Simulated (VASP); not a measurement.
# Rh (Im-3m) in VASP: further runs, part 2 of 2

VASP 6.6.1. Earlier steps stand in the parts before.

## (4) Single point, PBE

This run uses another cell than the first one, of 13.90 Å³/atom, 0.906 times its volume.

The input, INCAR:

```
SYSTEM = Rh
PREC     = Accurate       ! precision mode
ENCUT    = 520            ! plane-wave cutoff, eV
EDIFF    = 1E-6           ! SCF threshold, eV
ISMEAR   = -1             ! smearing method
SIGMA    = 0.06122561905347299 ! smearing width, eV
LREAL    = .FALSE.        ! projectors in reciprocal space
LASPH    = .TRUE.         ! aspherical terms in the spheres
NELM     = 60             ! most SCF steps
ALGO     = Normal         ! electronic algorithm
ISIF     = 2              ! what is computed and relaxed
LWAVE    = .FALSE.        ! write WAVECAR
LCHARG   = .FALSE.        ! write CHGCAR
GGA      = PE             ! functional
NBANDS   = 14             ! bands
```

The input, KPOINTS:

```
Automatic mesh
0
G
  25 25 25
  0 0 0
```

The input, POSCAR:

```
Rh
1.0
   -1.5146556309      1.5146556309      1.5146556309
    1.5146556309     -1.5146556309      1.5146556309
    1.5146556309      1.5146556309     -1.5146556309
Rh
1
Direct
    0.0000000000      0.0000000000      0.0000000000
```

Potentials or basis: VASP PAW PBE potentials, release 64 (Rh_pv).

The run is started by

```
> cat potpaw_PBE.64/Rh_pv/POTCAR > POTCAR
> mpirun -np 1 vasp_std > vasp.out
```

OUTCAR:

```text
SYSTEM = Rh
   PREC = Accurate
   ENCUT = 520
   EDIFF = 1E-6
   ISMEAR = -1
   LREAL = .FALSE.
   LASPH = .TRUE.
   NELM = 60
   ISIF = 2
   GGA = PE

 ion  position               nearest neighbor table
   1  0.000  0.000  0.000-

  LATTYP: Found a body centered cubic cell.
 ALAT       =     3.0293112618

  Lattice vectors:

 A1 = (  -1.5146556309,   1.5146556309,   1.5146556309)
 A2 = (   1.5146556309,  -1.5146556309,   1.5146556309)
 A3 = (   1.5146556309,   1.5146556309,  -1.5146556309)

Analysis of symmetry for initial positions (statically):
=====================================================================
 Subroutine PRICEL returns:
 Original cell was already a primitive cell.

 Routine SETGRP: Setting up the symmetry group for a
 body centered cubic supercell.

 Subroutine GETGRP returns: Found 48 space group operations
[... 9 lines left out ...]

 Routine SETGRP: Setting up the symmetry group for a
 body centered cubic supercell.

 Subroutine GETGRP returns: Found 48 space group operations
[... 11 lines left out ...]
                                     Primitive cell

  volume of cell :      13.8996

  direct lattice vectors                    reciprocal lattice vectors
    -1.514655631  1.514655631  1.514655631     0.000000000  0.330108039  0.330108039
     1.514655631 -1.514655631  1.514655631     0.330108039  0.000000000  0.330108039
     1.514655631  1.514655631 -1.514655631     0.330108039  0.330108039  0.000000000

  length of vectors
     2.623460509  2.623460509  2.623460509     0.466843266  0.466843266  0.466843266

  position of ions in fractional coordinates (direct lattice)
     0.000000000  0.000000000  0.000000000

  ion indices of the primitive-cell ions
   primitive index   ion index
                 1           1

----------------------------------------------------------------------------------------

 KPOINTS: Automatic mesh

Automatic generation of k-mesh.
 Grid dimensions read from file:
 generate k-points for:   25   25   25

 Generating k-lattice:

  Cartesian coordinates                     Fractional coordinates (reciprocal lattice)
     0.000000000  0.013204322  0.013204322     0.040000000  0.000000000  0.000000000
     0.013204322  0.000000000  0.013204322     0.000000000  0.040000000  0.000000000
     0.013204322  0.013204322  0.000000000     0.000000000  0.000000000  0.040000000

  Length of vectors
     0.018673731  0.018673731  0.018673731

  Shift w.r.t. Gamma in fractional coordinates (k-lattice)
     0.000000000  0.000000000  0.000000000

 Subroutine IBZKPT returns following result:
 ===========================================

 Found    455 irreducible k-points:

 Following reciprocal coordinates:
            Coordinates               Weight
  0.000000  0.000000  0.000000      1.000000
  0.040000  0.000000  0.000000     12.000000
  0.080000  0.000000  0.000000     12.000000
  0.120000  0.000000  0.000000     12.000000
  0.160000  0.000000  0.000000     12.000000
  0.200000  0.000000  0.000000     12.000000
[... 16 lines left out ...]
  0.400000  0.040000  0.000000     48.000000
  0.440000  0.040000  0.000000     48.000000
 [... further k-points ...]
   k-points           NKPTS =    455   k-points in BZ     NKDIM =    455   number of bands    NBANDS=     14
   number of dos      NEDOS =    301   number of ions     NIONS =      1
   total plane-waves  NPLWV =   8000
   dimension x,y,z NGX =    20 NGY =   20 NGZ =   20
   dimension x,y,z NGXF=    40 NGYF=   40 NGZF=   40
   ions per type =               1
   NGX,Y,Z   is equivalent  to a cutoff of  12.67, 12.67, 12.67 a.u.
   NGXF,Y,Z  is equivalent  to a cutoff of  25.35, 25.35, 25.35 a.u.
 SYSTEM =  Rh
   PREC   = accura    normal or accurate (medium, high low for compatibility)
   ISTART =      0    job   : 0-new  1-cont  2-samecut
   ICHARG =      2    charge: 1-file 2-atom 10-const
   ISPIN  =      1    spin polarized calculation?
   LNONCOLLINEAR =      F non collinear calculations
   LSORBIT =      F    spin-orbit coupling
   LASPH  =      T    aspherical Exc in radial PAW
   ENCUT  =  520.0 eV  38.22 Ry    6.18 a.u.   4.88  4.88  4.88*2*pi/ulx,y,z
   NELM   =     60;   NELMIN=  2; NELMDL= -5     # of ELM steps
   EDIFF  = 0.1E-05   stopping-criterion for ELM
   LREAL  =      F    real-space projection
   EDIFFG = 0.1E-04   stopping-criterion for IOM
   NSW    =      0    number of steps for IOM
   IBRION =     -1    ionic relax: 0-MD 1-quasi-New 2-CG
   NFREE  =      0    steps in history (QN), initial steepest desc. (CG)
   ISIF   =      2    stress and relaxation
   ISYM   =      2    0-nonsym 1-usesym 2-fastsym
   POTIM  = 0.5000    time-step for ionic-motion
   TEBEG  =    0.0;   TEEND  =   0.0 temperature during run
   PSTRESS=    0.0 pullay stress
   NELECT =      15.0000    total number of electrons
   NUPDOWN=      -1.0000    fix difference up-down
   EMIN   =  10.00;   EMAX   =-10.00  energy-range for DOS
   EFERMI =   0.00;   METHOD = LEGACY
   ISMEAR =    -1;   SIGMA  =   0.06  broadening in eV -4-tet -1-fermi 0-gaus
   EFERMI_NEDOS =   21; number of points for ismear=-14 and -15
   IALGO  =     38    algorithm
   IMIX   =      4    mixing-type and parameters
     AMIX     =   0.40;   BMIX     =  1.00
     AMIX_MAG =   1.60;   BMIX_MAG =  1.00
  volume/ion in A,a.u.               =      13.90        93.80
  Fermi-wavevector in a.u.,A,eV,Ry     =   1.679209  3.173244 38.364918  2.819742
  Thomas-Fermi vector in A             =   2.763161
   LORBIT       =      0    0 simple, 1 ext, 2 COOP (PROOUT), +10 PAW based schemes
   GGA     = PE    functional components
[... 5 lines left out ...]
 non-spin polarized calculation
  energy-cutoff  :      520.00
  volume of cell :       13.90
 maximum number of plane-waves:       386
   NGX =  9   NGY =  9   NGZ =  9

 number of electron      14.9999993 magnetization

 Free energy of the ion-electron system (eV)
  ---------------------------------------------------
  ext. energy  EPLUGINS =         0.00000000
  ---------------------------------------------------
  free energy    TOTEN  =        -6.90156223 eV

  energy without entropy =       -6.87132886  energy(sigma->0) =       -6.88644555

 E-fermi :  11.5261     XC(G=0): -13.9420

 val. band max:       11.5245996141   @ k =  -0.3600  -0.3600   0.0400
 cond. band min:      11.5278947773   @ k =   0.2800   0.2800   0.0400
 fundamental gap:      0.0032951632
 Fermi energy:        11.5261256750

 k-point     1 :       0.0000    0.0000    0.0000
  band No.  band energies     occupation
      1     -34.4945      2.00000
      2     -34.4945      2.00000
      3     -34.4945      2.00000
      4       3.8348      2.00000
      5       8.6118      2.00000
      6       8.6118      2.00000
      7       8.6118      2.00000
      8      11.0748      1.99874
      9      11.0748      1.99874
     10      30.0298      0.00000
     11      30.0298      0.00000
     12      30.0298      0.00000
     13      32.5780      0.00000
     14      40.1393      0.00000

 k-point     2 :       0.0400    0.0000    0.0000
  band No.  band energies     occupation
      1     -34.5062      2.00000
      2     -34.4983      2.00000
      3     -34.4945      2.00000
      4       3.9029      2.00000
      5       8.5839      2.00000
      6       8.6116      2.00000
      7       8.6660      2.00000
      8      11.0386      1.99930
      9      11.0766      1.99871
     10      30.0598      0.00000
     11      30.0664      0.00000
     12      30.1275      0.00000
     13      32.5777      0.00000
     14      39.4622      0.00000
[... 343 lines left out ...]
      1     -35.1690      2.00000
      2     -34.7248      2.00000
      3     -34.4994      2.00000
      4       5.8005      2.00000
      5       7.1790      2.00000
      6      10.8530      1.99997
      7      11.2249      1.98551
      8      11.8945      0.00486
      9      13.1053      0.00000
     10      22.1860      0.00000
     11      26.5362      0.00000
     12      30.6337      0.00000
     13      32.5785      0.00000
     14      36.8028      0.00000

 k-point    24 :       0.4400    0.0400    0.0000
  band No.  band energies     occupation
      1     -35.2004      2.00000
      2     -34.7361      2.00000
      3     -34.4995      2.00000
      4       5.7330      2.00000
      5       7.1178      2.00000
      6      10.9716      1.99977
      7      11.2784      1.96560
      8      12.3300      0.00000
      9      13.5321      0.00000
     10      21.2966      0.00000
     11      26.2788      0.00000
     12      30.1123      0.00000
     13      32.5785      0.00000
     14      37.2333      0.00000

 [... further k-points ...]

------------------------ aborting loop because EDIFF is reached ----------------------------------------

  FORCE on cell =-STRESS in cart. coord.  units (eV):
  Direction    XX          YY          ZZ          XY          YZ          ZX
  --------------------------------------------------------------------------------------
  -------------------------------------------------------------------------------------
  Total        0.9162762      0.9162762      0.9162762     -0.0000000     -0.0000000     -0.0000000
  in kB      105.6173513    105.6173513    105.6173513     -0.0000000     -0.0000000     -0.0000000
  external PRESSURE =     105.6173513 kB  Pullay stress =       0.0000000 kB

 VOLUME and BASIS-vectors are now :
 -----------------------------------------------------------------------------
  energy-cutoff  :      520.00
  volume of cell :       13.90
      direct lattice vectors                 reciprocal lattice vectors
    -1.514655631  1.514655631  1.514655631     0.000000000  0.330108039  0.330108039
     1.514655631 -1.514655631  1.514655631     0.330108039  0.000000000  0.330108039
     1.514655631  1.514655631 -1.514655631     0.330108039  0.330108039  0.000000000

 POSITION                                       TOTAL-FORCE (eV/Angst)
 -----------------------------------------------------------------------------------
      0.00000      0.00000      0.00000         0.000000      0.000000     -0.000000
 -----------------------------------------------------------------------------------
    total drift:                                0.000000     -0.000000      0.000000

  FREE ENERGIE OF THE ION-ELECTRON SYSTEM (eV)
  ---------------------------------------------------
  free  energy   TOTEN  =        -6.9015622337 eV

  energy  without entropy=       -6.8713288622  energy(sigma->0) =       -6.88644555
```

It took 57 s on 1 thread of Intel Xeon Platinum 8259CL at 2.50GHz (Skylake/Cascade Lake), shared host; peak memory 0.19 GiB.

Results:

```
Free energy : -6.9016 eV
Pressure    : 10.6 GPa
```

Levels at points of the mesh, in eV from the Fermi level:
```tsv
k point	band 3	band 4	band 5	band 6	band 7	band 8	band 9	band 10	band 11	band 12
(0.00, 0.00, 0.00)	-46.02	-7.69	-2.91	-2.91	-2.91	-0.45	-0.45	18.50	18.50	18.50
```

## (5) Single point, PBE

This run uses another cell than the first one, of 14.19 Å³/atom, 0.925 times its volume.

The input, INCAR:

```
SYSTEM = Rh
ALGO = Normal
EDIFF = 1E-6
ENCUT = 520
GGA = PE
ISIF = 2
ISMEAR = -1
LASPH = .True.
LCHARG = .False.
LREAL = .False.
LWAVE = .False.
NBANDS = 14
NELM = 100
PREC = Accurate
SIGMA = 0.06122561905347299
```

The input, KPOINTS:

```
k-points
0
Gamma
  25 25 25
  0 0 0
```

The input, POSCAR:

```
Rh
1.0
   -1.5251018619      1.5251018619      1.5251018619
    1.5251018619     -1.5251018619      1.5251018619
    1.5251018619      1.5251018619     -1.5251018619
Rh
1
Direct
    0.0000000000      0.0000000000      0.0000000000
```

The run is started by

```
> cat potpaw_PBE.64/Rh_pv/POTCAR > POTCAR
> mpirun -np 1 vasp_std > vasp.out
```

Run time: 56 s. Hardware: 1 thread of Intel Xeon Platinum 8259CL at 2.50GHz (Skylake/Cascade Lake), shared host; peak memory 0.19 GiB.

It converged, with:

```yaml
Free_energy: -6.9157 eV
Pressure: 5.0 GPa
```

Levels at points of the mesh, in eV from the Fermi level:
```tsv
k point	band 4	band 5	band 6	band 7	band 8	band 9	band 10	band 11
(0.00, 0.00, 0.00)	-7.55	-2.82	-2.82	-2.82	-0.43	-0.43	18.47	18.47
```

## (6) Single point, PBE

This run uses another cell than the first one, of 14.19 Å³/atom, 0.925 times its volume.

The input, INCAR:

```
PREC = Accurate
ENCUT = 520
EDIFF = 1E-6
ISMEAR = -1
SIGMA = 0.06122561905347299
LREAL = F
LASPH = T
NELM = 100
ALGO = Normal
ISIF = 2
LWAVE = F
LCHARG = T
GGA = PE
LELF = T
LVHAR = T
NBANDS = 14
```

The input, KPOINTS:

```
regular mesh
0
Gamma
  25 25 25
```

POSCAR is that of step 5.

Potentials or basis: VASP PAW PBE potentials, release 64 (Rh_pv).

The run is started by

```
> cat potpaw_PBE.64/Rh_pv/POTCAR > POTCAR
> mpirun -np 1 vasp_std > vasp.out
```

It took 58 s on 1 thread of Intel Xeon Platinum 8259CL at 2.50GHz (Skylake/Cascade Lake), shared host; peak memory 0.19 GiB.

Results (log left out):

```
Free energy : -6.9157 eV
Pressure    : 5.0 GPa
```

Levels at points of the mesh, in eV from the Fermi level:
| k point | band 3 | band 4 | band 5 | band 6 | band 7 | band 8 | band 9 | band 10 | band 11 | band 12 |
| --- | --- | --- | --- | --- | --- | --- | --- | --- | --- | --- |
| (0.00, 0.00, 0.00) | -45.99 | -7.55 | -2.82 | -2.82 | -2.82 | -0.43 | -0.43 | 18.47 | 18.47 | 18.47 |

## (7) Summary

| cell | k mesh | gap on the mesh (eV) | pressure (GPa) |
| --- | --- | --- | --- |
| a = 2.712 Å, angles 109.5°, 1 atom | 50 × 50 × 50 | none | -11.7 |
| a = 2.605 Å, angles 109.5°, 1 atom | 25 × 25 × 25 | none | 16.9 |
| a = 2.623 Å, angles 109.5°, 1 atom | 25 × 25 × 25 | none | 10.6 |
| a = 2.642 Å, angles 109.5°, 1 atom | 25 × 25 × 25 | none | 5.0 |

Alike in all rows: task single point; level PBE; potentials or basis VASP PAW PBE potentials, release 64 (Rh_pv); no spin polarisation; cutoff (eV) 520; smearing fermi-dirac 0.0612256 eV.

Absolute energies hang on the potentials; compare differences alone.
